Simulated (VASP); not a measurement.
# Te (Im-3m) in VASP: further runs, part 2 of 2

VASP 6.6.1.

**3. Single point, BLYP (volume scaled by 0.96)**

INCAR

```
PREC = Accurate ; ENCUT = 520
EDIFF = 1E-7 ; ISMEAR = -1
SIGMA = 0.1 ; LREAL = False
LASPH = True ; NELM = 100
ALGO = Normal ; ISIF = 2
LWAVE = False ; LCHARG = True
GGA = B5 ; ALDAX = 1.0
AGGAX = 1.0 ; AGGAC = 1.0
ALDAC = 0.0 ; LELF = True
LVHAR = True ; NBANDS = 9
```

KPOINTS

```
regular mesh
0
Gamma
  13 13 13
```

POSCAR

```
Te
1.0
   -1.9744426946      1.9744426946      1.9744426946
    1.9744426946     -1.9744426946      1.9744426946
    1.9744426946      1.9744426946     -1.9744426946
Te
1
Direct
    0.0000000000      0.0000000000      0.0000000000
```

Potentials or basis: VASP PAW PBE potentials, release 64 (Te).

The run is started by

```console
cat potpaw_PBE.64/Te/POTCAR > POTCAR
mpirun -np 1 vasp_std > vasp.out
```

OUTCAR:

```text
PREC = Accurate
   ENCUT = 520
   EDIFF = 1E-7
   ISMEAR = -1
   LREAL = False
   LASPH = True
   NELM = 100
   ISIF = 2
   GGA = B5

 ion  position               nearest neighbor table
   1  0.000  0.000  0.000-

  LATTYP: Found a body centered cubic cell.
 ALAT       =     3.9488853892

  Lattice vectors:

 A1 = (  -1.9744426946,   1.9744426946,   1.9744426946)
 A2 = (   1.9744426946,  -1.9744426946,   1.9744426946)
 A3 = (   1.9744426946,   1.9744426946,  -1.9744426946)

Analysis of symmetry for initial positions (statically):
=====================================================================
 Subroutine PRICEL returns:
 Original cell was already a primitive cell.

 Routine SETGRP: Setting up the symmetry group for a
 body centered cubic supercell.

 Subroutine GETGRP returns: Found 48 space group operations
 (whereof 48 operations were pure point group operations)
 out of a pool of 48 trial point group operations.

The static configuration has the point symmetry O_h .

Analysis of symmetry for dynamics (positions and initial velocities):
=====================================================================
 Subroutine PRICEL returns:
 Original cell was already a primitive cell.

 Routine SETGRP: Setting up the symmetry group for a
 body centered cubic supercell.

 Subroutine GETGRP returns: Found 48 space group operations
 (whereof 48 operations were pure point group operations)
 out of a pool of 48 trial point group operations.

The dynamic configuration has the point symmetry O_h .

 Subroutine INISYM returns: Found 48 space group operations
 (whereof 48 operations are pure point group operations),
 and found     1 'primitive' translations

----------------------------------------------------------------------------------------

                                     Primitive cell

  volume of cell :      30.7889

  direct lattice vectors                    reciprocal lattice vectors
    -1.974442695  1.974442695  1.974442695     0.000000000  0.253236015  0.253236015
     1.974442695 -1.974442695  1.974442695     0.253236015  0.000000000  0.253236015
     1.974442695  1.974442695 -1.974442695     0.253236015  0.253236015  0.000000000

  length of vectors
     3.419835064  3.419835064  3.419835064     0.358129807  0.358129807  0.358129807

  position of ions in fractional coordinates (direct lattice)
     0.000000000  0.000000000  0.000000000

  ion indices of the primitive-cell ions
   primitive index   ion index
                 1           1

----------------------------------------------------------------------------------------

 KPOINTS: regular mesh

Automatic generation of k-mesh.
 Grid dimensions read from file:
 generate k-points for:   13   13   13

 Generating k-lattice:

  Cartesian coordinates                     Fractional coordinates (reciprocal lattice)
     0.000000000  0.019479693  0.019479693     0.076923077  0.000000000  0.000000000
     0.019479693  0.000000000  0.019479693     0.000000000  0.076923077  0.000000000
     0.019479693  0.019479693  0.000000000     0.000000000  0.000000000  0.076923077

  Length of vectors
     0.027548447  0.027548447  0.027548447

  Shift w.r.t. Gamma in fractional coordinates (k-lattice)
     0.000000000  0.000000000  0.000000000

 Subroutine IBZKPT returns following result:
 ===========================================

 Found     84 irreducible k-points:

 Following reciprocal coordinates:
            Coordinates               Weight
  0.000000  0.000000  0.000000      1.000000
  0.076923  0.000000  0.000000     12.000000
  0.153846  0.000000  0.000000     12.000000
  0.230769  0.000000  0.000000     12.000000
  0.307692  0.000000  0.000000     12.000000
  0.384615  0.000000  0.000000     12.000000
[... 16 lines left out ...]
  0.153846  0.076923  0.076923     24.000000
  0.230769  0.076923  0.076923     24.000000
 [... further k-points ...]
   k-points           NKPTS =     84   k-points in BZ     NKDIM =     84   number of bands    NBANDS=      9
   number of dos      NEDOS =    301   number of ions     NIONS =      1
   total plane-waves  NPLWV =  21952
   dimension x,y,z NGX =    28 NGY =   28 NGZ =   28
   dimension x,y,z NGXF=    56 NGYF=   56 NGZF=   56
   ions per type =               1
   NGX,Y,Z   is equivalent  to a cutoff of  13.61, 13.61, 13.61 a.u.
   NGXF,Y,Z  is equivalent  to a cutoff of  27.22, 27.22, 27.22 a.u.
 SYSTEM =  unknown system
   PREC   = accura    normal or accurate (medium, high low for compatibility)
   ISTART =      0    job   : 0-new  1-cont  2-samecut
   ICHARG =      2    charge: 1-file 2-atom 10-const
   ISPIN  =      1    spin polarized calculation?
   LNONCOLLINEAR =      F non collinear calculations
   LSORBIT =      F    spin-orbit coupling
   LASPH  =      T    aspherical Exc in radial PAW
   ENCUT  =  520.0 eV  38.22 Ry    6.18 a.u.   6.36  6.36  6.36*2*pi/ulx,y,z
   NELM   =    100;   NELMIN=  2; NELMDL= -5     # of ELM steps
   EDIFF  = 0.1E-06   stopping-criterion for ELM
   LREAL  =      F    real-space projection
   EDIFFG = 0.1E-05   stopping-criterion for IOM
   NSW    =      0    number of steps for IOM
   IBRION =     -1    ionic relax: 0-MD 1-quasi-New 2-CG
   NFREE  =      0    steps in history (QN), initial steepest desc. (CG)
   ISIF   =      2    stress and relaxation
   ISYM   =      2    0-nonsym 1-usesym 2-fastsym
   POTIM  = 0.5000    time-step for ionic-motion
   TEBEG  =    0.0;   TEEND  =   0.0 temperature during run
   PSTRESS=    0.0 pullay stress
   NELECT =       6.0000    total number of electrons
   NUPDOWN=      -1.0000    fix difference up-down
   EMIN   =  10.00;   EMAX   =-10.00  energy-range for DOS
   EFERMI =   0.00;   METHOD = LEGACY
   ISMEAR =    -1;   SIGMA  =   0.10  broadening in eV -4-tet -1-fermi 0-gaus
   EFERMI_NEDOS =   21; number of points for ismear=-14 and -15
   IALGO  =     38    algorithm
   IMIX   =      4    mixing-type and parameters
     AMIX     =   0.40;   BMIX     =  1.00
     AMIX_MAG =   1.60;   BMIX_MAG =  1.00
  volume/ion in A,a.u.               =      30.79       207.77
  Fermi-wavevector in a.u.,A,eV,Ry     =   0.949134  1.793603 12.256873  0.900855
  Thomas-Fermi vector in A             =   2.077388
   LORBIT       =      0    0 simple, 1 ext, 2 COOP (PROOUT), +10 PAW based schemes
   GGA     = B5    functional components
   LHFCALC =     F    Hartree Fock is set to
   AEXX    =    0.0000 exact exchange contribution
   IVDW    =     0    specifies the selected vdW correction
   LEPSILON=     F    determine dielectric tensor
   LRPA    =     F    only Hartree local field effects (RPA)
 non-spin polarized calculation
  energy-cutoff  :      520.00
  volume of cell :       30.79
 maximum number of plane-waves:       847
 NGX is ok and might be reduce to    28
   NGX = 13   NGY = 13   NGZ = 13

 number of electron       6.0000000 magnetization

 Free energy of the ion-electron system (eV)
  ---------------------------------------------------
  ext. energy  EPLUGINS =         0.00000000
  ---------------------------------------------------
  free energy    TOTEN  =        -2.09788385 eV

  energy without entropy =       -2.07230875  energy(sigma->0) =       -2.08509630

 E-fermi :   7.2645     XC(G=0):  -9.0633

 val. band max:        7.2425727010   @ k =   0.2308   0.2308   0.0769
 cond. band min:       7.2958417654   @ k =   0.3077   0.0769  -0.0000
 fundamental gap:      0.0532690644
 Fermi energy:         7.2645005627

 k-point     1 :       0.0000    0.0000    0.0000
  band No.  band energies     occupation
      1      -6.0142      2.00000
      2       9.7260      0.00000
      3       9.7260      0.00000
      4       9.7260      0.00000
      5      16.5486      0.00000
      6      17.0439      0.00000
      7      17.0439      0.00000
      8      17.0439      0.00000
      9      19.4186      0.00000

 k-point     2 :       0.0769    0.0000    0.0000
  band No.  band energies     occupation
      1      -5.9186      2.00000
      2       9.0771      0.00000
      3       9.5058      0.00000
      4       9.6868      0.00000
      5      16.5049      0.00000
      6      16.5935      0.00000
      7      17.2740      0.00000
      8      17.4437      0.00000
      9      18.4546      0.00000
[... 253 lines left out ...]
 k-point    24 :       0.2308    0.0769    0.0769
  band No.  band energies     occupation
      1      -4.4490      2.00000
      2       4.2408      2.00000
      3       7.2317      1.16260
      4       8.3900      0.00003
      5      14.9488      0.00000
      6      15.3260      0.00000
      7      19.2529      0.00000
      8      19.2903      0.00000
      9      20.1828      0.00000

 [... further k-points ...]

------------------------ aborting loop because EDIFF is reached ----------------------------------------

  FORCE on cell =-STRESS in cart. coord.  units (eV):
  Direction    XX          YY          ZZ          XY          YZ          ZX
  --------------------------------------------------------------------------------------
  -------------------------------------------------------------------------------------
  Total        0.3262256      0.3262256      0.3262256      0.0000000     -0.0000000      0.0000000
  in kB       16.9759866     16.9759866     16.9759866      0.0000000     -0.0000000      0.0000000
  external PRESSURE =      16.9759866 kB  Pullay stress =       0.0000000 kB

 VOLUME and BASIS-vectors are now :
 -----------------------------------------------------------------------------
  energy-cutoff  :      520.00
  volume of cell :       30.79
      direct lattice vectors                 reciprocal lattice vectors
    -1.974442695  1.974442695  1.974442695     0.000000000  0.253236015  0.253236015
     1.974442695 -1.974442695  1.974442695     0.253236015  0.000000000  0.253236015
     1.974442695  1.974442695 -1.974442695     0.253236015  0.253236015  0.000000000

 POSITION                                       TOTAL-FORCE (eV/Angst)
 -----------------------------------------------------------------------------------
      0.00000      0.00000      0.00000         0.000000     -0.000000     -0.000000
 -----------------------------------------------------------------------------------
    total drift:                                0.000000      0.000000      0.000000

  FREE ENERGIE OF THE ION-ELECTRON SYSTEM (eV)
  ---------------------------------------------------
  free  energy   TOTEN  =        -2.0978838539 eV

  energy  without entropy=       -2.0723087485  energy(sigma->0) =       -2.08509630
```

OSZICAR:

```text
N       E                     dE             d eps       ncg     rms          rms(c)
DAV:   1     0.111198760057E+02    0.11120E+02   -0.22355E+03  1512   0.501E+02
DAV:   2    -0.174798007822E+01   -0.12868E+02   -0.12534E+02  2023   0.681E+01
DAV:   3    -0.208987568131E+01   -0.34190E+00   -0.33714E+00  1914   0.108E+01
DAV:   4    -0.209181079911E+01   -0.19351E-02   -0.19349E-02  2116   0.973E-01
DAV:   5    -0.209182234753E+01   -0.11548E-04   -0.11549E-04  1893   0.641E-02    0.472E+00
DAV:   6    -0.209504177407E+01   -0.32194E-02   -0.13433E-03  1860   0.219E-01    0.288E+00
DAV:   7    -0.209780346048E+01   -0.27617E-02   -0.34605E-03  1734   0.358E-01    0.837E-02
DAV:   8    -0.209787999703E+01   -0.76537E-04   -0.11454E-04  1927   0.722E-02    0.170E-02
DAV:   9    -0.209788419390E+01   -0.41969E-05   -0.60157E-06  1946   0.165E-02    0.849E-03
DAV:  10    -0.209788388370E+01    0.31020E-06   -0.24731E-07  1827   0.275E-03    0.243E-03
DAV:  11    -0.209788385388E+01    0.29818E-07   -0.31088E-07  1769   0.383E-03
   1 F= -.20978839E+01 E0= -.20850963E+01  d E =-.255751E-01
```

Run time: 32 s. Hardware: 1 thread of Intel Xeon Platinum 8259CL at 2.50GHz (Skylake/Cascade Lake), shared host; peak memory 0.16 GiB.

Results:

* Free energy: -2.0979 eV
* Pressure: 1.7 GPa
* Band gap on the k mesh: zero (band 3 reaches 9.73 eV, above the bottom of band 4 at 4.63 eV)

Levels at points of the mesh, in eV from the Fermi level:
```
           k point  band 1  band 2  band 3  band 4  band 5  band 6  band 7
(0.00, 0.00, 0.00)  -13.28    2.46    2.46    2.46    9.28    9.78    9.78
```

Caveat: the PAW data sets were made with another functional, which shifts forces and pressure a little; spin-orbit coupling is left out, which moves the levels of the heavy elements.
